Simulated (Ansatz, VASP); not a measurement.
# Two plane-wave programs on Cu

Contents of INCAR:

```
ALGO = Normal ; EDIFF = 1E-6
ENCUT = 520 ; GGA = RP
ISIF = 2 ; ISMEAR = -1
LASPH = T ; LCHARG = F
LREAL = F ; LWAVE = F
NBANDS = 24 ; NELM = 80
PREC = Accurate ; SIGMA = 0.1
```

Contents of KPOINTS:

```
k-points
0
Gamma
  10 10 14
```

POSCAR

```
Cu
1.0
    4.2309615205      0.0000000000      0.0000000000
   -2.1154807602      3.6641201592      0.0000000000
    0.0000000000      0.0000000000      2.5418302600
Cu
3
Direct
    0.0000000000      0.0000000000      0.0000000000
    0.3333333333      0.6666666667      0.5000000000
    0.6666666667      0.3333333333      0.5000000000
```

Input for Ansatz:

```yaml
crystal:
  lattice:
    - [4.2309615205, 0.0, 0.0]
    - [-2.1154807602, 3.6641201592, 0.0]
    - [0.0, 0.0, 2.54183026]
  atoms:
    - { symbol: Cu, position: [0.0, 0.0, 0.0] }
    - { symbol: Cu, position: [0.3333333333, 0.6666666667, 0.5] }
    - { symbol: Cu, position: [0.6666666667, 0.3333333333, 0.5] }
hamiltonian:
  xc: rpbe
  pseudopotentials:
    kind: paw
    azcp:
      Cu: "pseudopotentials/Cu.paw.azcp"
basis:
  ecutwfc: 420
  fft_grid_basis: typed
kpoints:
  mp_grid: { grid: [10, 10, 14], shift: [0, 0, 0] }
magnetization:
  spin_polarized: false
scf:
  occupations: { method: fermi_dirac, width: 0.1 }
  lower_state_search: "off"
output:
  stress: true
  write_density: true
  write_potential: true
  elf: true
  volumetric_format: npy
```

Alike in both runs: task single point; functional RPBE; k mesh 10 × 10 × 14; occupations fermi-dirac, width 0.1 eV; no spin polarisation.

|  | VASP | Ansatz |
| --- | --- | --- |
| version | VASP 6.6.1 | Ansatz 0.2.0 |
| potentials or method | VASP PAW PBE potentials, release 64 (Cu), cutoff 520 eV | plane waves (420 eV) with PAW, scalar-relativistic |
| valence electrons in the cell | 33 | 57 |

|  | VASP | Ansatz | Ansatz less VASP |
| --- | --- | --- | --- |
| pressure (GPa) | -3.4 | -4.2 | -0.75 |
| traceless stress, the component that is largest in VASP (GPa) | -0.22 | -0.17 | +0.050 |

VASP's potentials were made for PBE, not for RPBE. With one functional, cell and mesh, what is left measures potentials, basis and numerics. VASP's potentials hold 33 valence electrons a cell and Ansatz's 57, so a difference there can come from the potentials and not from the codes.
